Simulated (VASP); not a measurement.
Input of a VASP 6.6.1 run:

The input INCAR:

```
PREC = Accurate ; ENCUT = 520
EDIFF = 1E-6 ; ISMEAR = 0
SIGMA = 0.1 ; LREAL = F
LASPH = T ; NELM = 100
ALGO = Normal ; ISIF = 2
LWAVE = F ; LCHARG = F
NBANDS = 16
```

The input KPOINTS:

```
regular mesh
0
Gamma
  24 24 24
```

Contents of POSCAR:

```
TiN
1.0
    0.0000000000      2.0858815612      2.0858815612
    2.0858815612      0.0000000000      2.0858815612
    2.0858815612      2.0858815612      0.0000000000
Ti N
1 1
Direct
    0.0000000000      0.0000000000      0.0000000000
    0.5000000000      0.5000000000      0.5000000000
```

Potentials or basis: VASP PAW LDA potentials, release 64 (Ti_sv, N).

Run with:

```bash
$ cat potpaw_LDA.64/Ti_sv/POTCAR potpaw_LDA.64/N/POTCAR > POTCAR
$ mpirun -np 1 vasp_std > vasp.out
```

(1) Estimate the pressure.

Results:

(1) 1.0 GPa.
